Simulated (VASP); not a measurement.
Here is a VASP 6.6.1 calculation.

INCAR

```
SYSTEM = PIr
PREC = Accurate
ENCUT = 520
EDIFF = 1E-6
ISMEAR = -1
SIGMA = 0.05
LREAL = .False.
LASPH = .True.
NELM = 80
ALGO = Normal
ISIF = 2
LWAVE = .False.
LCHARG = .False.
GGA = PE
NBANDS = 14
```

File KPOINTS:

```
regular mesh
0
Gamma
  13 13 13
  0 0 0
```

POSCAR

```
PIr
1.0
    0.0000000000      2.4811266042      2.4811266042
    2.4811266042      0.0000000000      2.4811266042
    2.4811266042      2.4811266042      0.0000000000
Ir P
1 1
Direct
    0.0000000000      0.0000000000      0.0000000000
    0.5000000000      0.5000000000      0.5000000000
```

Potentials or basis: VASP PAW PBE potentials, release 64 (Ir, P).

Command:

```console
$ cat potpaw_PBE.64/Ir/POTCAR potpaw_PBE.64/P/POTCAR > POTCAR
$ mpirun -np 1 vasp_std > vasp.out
```

Estimate the pressure.

-3.5 GPa.

What does it give for the band gap on the k mesh?

Zero (band 7 reaches 9.40 eV, above the bottom of band 8 at 8.02 eV).

Caveat: spin-orbit coupling is left out, which moves the levels of the heavy elements.
